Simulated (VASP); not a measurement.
# HgTe (P4/mmm) in VASP: further runs

HgTe is run at these levels: r2SCAN; tasks: relaxation of cell and atoms, single point.

All numbers are computed with VASP 6.6.1; they aren't measurements. Logs are shortened: lines on timing, memory, paths and dates and some standing lists are left out, and cuts for length are marked.

**1. The cell of the first run**

Symmetry: P4/mmm, No. 123, tetragonal system. Conventional cell: a = 3.396 Å, b = 3.396 Å, c = 4.733 Å, α = 90.00°, β = 90.00°, γ = 90.00°. Within 4.4 Å of Hg (site symmetry 4/mmm) lie 8 Te at 3.37 Å and 4 Hg at 3.40 Å. Within 4.4 Å of Te (site symmetry 4/mmm) lie 8 Hg at 3.37 Å and 4 Te at 3.40 Å.

**2. Relaxation of cell and atoms, r2SCAN**

POSCAR

```
HgTe
1.0
    3.3957617680      0.0000000000      0.0000000000
    0.0000000000      3.3957617680      0.0000000000
    0.0000000000      0.0000000000      4.7325761281
Hg Te
1 1
Direct
    0.5000000000      0.5000000000      0.0000000000
    0.0000000000      0.0000000000      0.5000000000
```

INCAR.step1

```
SYSTEM = HgTe
PREC = Accurate ; ENCUT = 600
ISMEAR = 0 ; SIGMA = 0.1
LREAL = .FALSE. ; LASPH = .TRUE.
NELM = 60 ; GGA = PE
ALGO = Normal ; EDIFF = 1E-4
LWAVE = .TRUE. ; LCHARG = .FALSE.
```

INCAR.step2

```
SYSTEM = HgTe
PREC = Accurate ; ENCUT = 600
EDIFF = 1E-6 ; ISMEAR = 0
SIGMA = 0.1 ; LREAL = .FALSE.
LASPH = .TRUE. ; NELM = 60
ALGO = Normal ; ISIF = 3
LWAVE = .FALSE. ; LCHARG = .FALSE.
METAGGA = R2SCAN ; LMIXTAU = .TRUE.
IBRION = 2 ; NSW = 90
EDIFFG = -0.04 ; ISTART = 1
```

KPOINTS

```
Automatic mesh
0
G
  6 6 4
  0 0 0
```

Potentials or basis: VASP PAW PBE potentials, release 64 (Hg, Te).

Run with:

```
$ cat potpaw_PBE.64/Hg/POTCAR potpaw_PBE.64/Te/POTCAR > POTCAR
$ cp INCAR.step1 INCAR
$ mpirun -np 1 vasp_std > vasp.out
$ cp INCAR.step2 INCAR
$ mpirun -np 1 vasp_std > vasp.out
```

OUTCAR:

```text
SYSTEM = HgTe
   PREC = Accurate
   ENCUT = 600
   EDIFF = 1E-6
   ISMEAR = 0
   LREAL = .FALSE.
   LASPH = .TRUE.
   NELM = 60
   ISIF = 3
   METAGGA = R2SCAN
   IBRION = 2
   NSW = 90
   EDIFFG = -0.04
   ISTART = 1

 ion  position               nearest neighbor table
   1  0.500  0.500  0.000-   2 3.37   2 3.37   2 3.37   2 3.37   2 3.37   2 3.37   2 3.37   2 3.37

   2  0.000  0.000  0.500-   1 3.37   1 3.37   1 3.37   1 3.37   1 3.37   1 3.37   1 3.37   1 3.37

  LATTYP: Found a simple tetragonal cell.
 ALAT       =     3.3957617680
 C/A-ratio  =     1.3936714209

  Lattice vectors:

 A1 = (   3.3957617680,   0.0000000000,   0.0000000000)
 A2 = (   0.0000000000,   3.3957617680,   0.0000000000)
 A3 = (   0.0000000000,   0.0000000000,   4.7325761281)

Analysis of symmetry for initial positions (statically):
=====================================================================
 Subroutine PRICEL returns:
 Original cell was already a primitive cell.

 Routine SETGRP: Setting up the symmetry group for a
 simple tetragonal supercell.

 Subroutine GETGRP returns: Found 16 space group operations
 (whereof 16 operations were pure point group operations)
 out of a pool of 16 trial point group operations.

The static configuration has the point symmetry D_4h.

Analysis of symmetry for dynamics (positions and initial velocities):
=====================================================================
 Subroutine PRICEL returns:
 Original cell was already a primitive cell.

 Routine SETGRP: Setting up the symmetry group for a
 simple tetragonal supercell.

 Subroutine GETGRP returns: Found 16 space group operations
 (whereof 16 operations were pure point group operations)
 out of a pool of 16 trial point group operations.

The dynamic configuration has the point symmetry D_4h.

 Subroutine INISYM returns: Found 16 space group operations
 (whereof 16 operations are pure point group operations),
 and found     1 'primitive' translations

----------------------------------------------------------------------------------------

                                     Primitive cell

  volume of cell :      54.5723

  direct lattice vectors                    reciprocal lattice vectors
     3.395761768  0.000000000  0.000000000     0.294484734  0.000000000  0.000000000
     0.000000000  3.395761768  0.000000000     0.000000000  0.294484734  0.000000000
     0.000000000  0.000000000  4.732576128     0.000000000  0.000000000  0.211301408

  length of vectors
     3.395761768  3.395761768  4.732576128     0.294484734  0.294484734  0.211301408

[... 112 lines left out ...]
 non-spin polarized calculation
 Gauss-broadening in eV      SIGMA  =   0.10
  energy-cutoff  :      600.00
  volume of cell :       54.57
 maximum number of plane-waves:      1860
 NGX is ok and might be reduce to    28
   NGX = 13   NGY = 13   NGZ = 19

--------------------------------------- Ionic step        1  -------------------------------------------

 number of electron      18.0000000 magnetization

 Free energy of the ion-electron system (eV)
  ---------------------------------------------------
  ext. energy  EPLUGINS =         0.00000000
  ---------------------------------------------------
  free energy    TOTEN  =       -74.15144294 eV

  energy without entropy =      -74.14492973  energy(sigma->0) =      -74.14818634

------------------------ aborting loop because EDIFF is reached ----------------------------------------

  FORCE on cell =-STRESS in cart. coord.  units (eV):
  Direction    XX          YY          ZZ          XY          YZ          ZX
  --------------------------------------------------------------------------------------
  -------------------------------------------------------------------------------------
  Total        0.7090335      0.7090335     -0.3632507      0.0000000      0.0000000      0.0000000
  in kB       20.8163845     20.8163845    -10.6646118      0.0000000      0.0000000      0.0000000
  external PRESSURE =      10.3227191 kB  Pullay stress =       0.0000000 kB
[... 89 lines left out ...]
  FREE ENERGIE OF THE ION-ELECTRON SYSTEM (eV)
  ---------------------------------------------------
  free  energy   TOTEN  =       -74.1812542169 eV

  energy  without entropy=      -74.1773764099  energy(sigma->0) =      -74.17931531

[... ionic steps 4 to 10 ...]

--------------------------------------- Ionic step       11  -------------------------------------------

 number of electron      18.0000002 magnetization

------------------------ aborting loop because EDIFF is reached ----------------------------------------
[... 67 lines left out ...]
--------------------------------------- Ionic step       13  -------------------------------------------

 number of electron      18.0000002 magnetization

 Free energy of the ion-electron system (eV)
  ---------------------------------------------------
  ext. energy  EPLUGINS =         0.00000000
  ---------------------------------------------------
  free energy    TOTEN  =       -74.22230854 eV

  energy without entropy =      -74.21794651  energy(sigma->0) =      -74.22012752

 E-fermi :   4.6004     XC(G=0): -10.7022

 val. band max:        4.5956009039   @ k =   0.0000   0.0000   0.2500
 cond. band min:       4.7075782494   @ k =   0.3333   0.3333   0.2500
 fundamental gap:      0.1119773456
 Fermi energy:         4.6003658612

 k-point     1 :       0.0000    0.0000    0.0000
  band No.  band energies     occupation
      1      -8.0356      2.00000
      2      -2.3084      2.00000
      3      -2.2483      2.00000
      4      -1.8261      2.00000
      5      -1.8261      2.00000
      6      -1.7794      2.00000
      7       2.5717      2.00000
      8       3.0795      2.00000
      9       3.9923      2.00000
     10       3.9923      2.00000
     11      10.6387      0.00000
     12      10.9045      0.00000
     13      14.5474      0.00000
[... 354 lines left out ...]
  band No.  band energies     occupation
      1      -6.5427      2.00000
      2      -2.1641      2.00000
      3      -1.9622      2.00000
      4      -1.9254      2.00000
      5      -1.6150      2.00000
      6      -1.4784      2.00000
      7       0.2839      2.00000
      8       0.5790      2.00000
      9       1.6910      2.00000
     10       5.4427      0.00000
     11      12.0283      0.00000
     12      12.2770      0.00000
     13      12.9867      0.00000

 [... further k-points ...]
[... 5 lines left out ...]
  --------------------------------------------------------------------------------------
  -------------------------------------------------------------------------------------
  Total       -0.0285386     -0.0285386      0.0732474      0.0000000      0.0000000      0.0000000
  in kB       -0.8359739     -0.8359739      2.1456208      0.0000000      0.0000000      0.0000000
  external PRESSURE =       0.1578910 kB  Pullay stress =       0.0000000 kB
[... 17 lines left out ...]
  FREE ENERGIE OF THE ION-ELECTRON SYSTEM (eV)
  ---------------------------------------------------
  free  energy   TOTEN  =       -74.2223085419 eV

  energy  without entropy=      -74.2179465055  energy(sigma->0) =      -74.22012752

 reached required accuracy - stopping structural energy minimisation
```

OUTCAR.step1:

```text
SYSTEM = HgTe
   PREC = Accurate
   ENCUT = 600
   ISMEAR = 0
   LREAL = .FALSE.
   LASPH = .TRUE.
[... 608 lines left out ...]
      1.69788      1.69788      0.00000         0.000000      0.000000      0.000000
      0.00000      0.00000      2.36629         0.000000      0.000000      0.000000
 -----------------------------------------------------------------------------------
    total drift:                                0.000000      0.000000     -0.000000

  FREE ENERGIE OF THE ION-ELECTRON SYSTEM (eV)
  ---------------------------------------------------
  free  energy   TOTEN  =        -2.7904020629 eV

  energy  without entropy=       -2.7846004972  energy(sigma->0) =       -2.78750128
```

OSZICAR.step1:

```text
N       E                     dE             d eps       ncg     rms          rms(c)
DAV:   1     0.114384133553E+03    0.11438E+03   -0.88838E+03   780   0.137E+03
DAV:   2     0.167546994548E+01   -0.11271E+03   -0.10699E+03   840   0.280E+02
DAV:   3    -0.284189137350E+01   -0.45174E+01   -0.44454E+01   930   0.570E+01
DAV:   4    -0.287629467511E+01   -0.34403E-01   -0.34396E-01   893   0.470E+00
DAV:   5    -0.287668656486E+01   -0.39189E-03   -0.39189E-03   910   0.506E-01    0.768E+00
DAV:   6    -0.279272049589E+01    0.83966E-01   -0.22095E-01   860   0.625E+00    0.518E+00
DAV:   7    -0.279060065148E+01    0.21198E-02   -0.30286E-02   830   0.149E+00    0.124E+00
DAV:   8    -0.279036593351E+01    0.23472E-03   -0.32588E-03   800   0.751E-01    0.151E-01
DAV:   9    -0.279040206291E+01   -0.36129E-04   -0.21898E-04   664   0.164E-01
   1 F= -.27904021E+01 E0= -.27875013E+01  d E =-.580157E-02
```

Wall time 32 min (1 thread of AMD EPYC 7R13, shared host); peak memory 0.19 GiB.

What came out:

- Free energy: -74.2223 eV
- Relaxed volume: 27.35 Å³/atom
- Relaxed cell: a = 3.718 Å, b = 3.718 Å, c = 3.956 Å, α = 90.00°, β = 90.00°, γ = 90.00°
- Space group after relaxing (to 0.05 Å): P4/mmm (No. 123)
- Energy gained by relaxing: 35.4 meV/atom
- Ionic steps: 13
- Pressure after relaxing: 0.0 GPa
- Band gap on the k mesh: zero (band 9 reaches 5.52 eV, above the bottom of band 10 at 3.30 eV)

The path:
| step | energy change (eV) | largest force (eV/Å) | pressure (GPa) | volume (Å³) |
| --- | --- | --- | --- | --- |
| 1 | 0.0000 | 0.0000 | 1.03 | 54.57 |
| 2 | -0.0221 | 0.0000 | -0.36 | 55.96 |
| 3 | -0.0298 | 0.0000 | -1.51 | 57.37 |
| 4 | -0.0424 | 0.0000 | -1.37 | 57.05 |
| 5 | -0.0658 | 0.0000 | -0.92 | 56.28 |
| 6 | -0.0701 | 0.0000 | 0.31 | 54.45 |
| 7 | -0.0675 | 0.0000 | 0.89 | 53.76 |
| 8 | -0.0703 | 0.0000 | 0.45 | 54.27 |
| 9 | -0.0703 | 0.0000 | 0.51 | 54.19 |
| 10 | -0.0705 | 0.0000 | -0.11 | 54.84 |
| 11 | -0.0710 | 0.0000 | 0.16 | 54.55 |
| 12 | -0.0710 | 0.0000 | 0.15 | 54.56 |
| 13 | -0.0709 | 0.0000 | 0.02 | 54.70 |

Final structure:
```xyz
2
Lattice="3.7184 0.0000 0.0000 0.0000 3.7184 0.0000 0.0000 0.0000 3.9558" Properties=species:S:1:pos:R:3 pbc="T T T"
Hg    1.8592    1.8592    0.0000
Te    0.0000    0.0000    1.9779
```

Caveat: the PAW data sets were made with another functional, which shifts forces and pressure a little; spin-orbit coupling is left out, which moves the levels of the heavy elements.

[end of part 1 of 2]
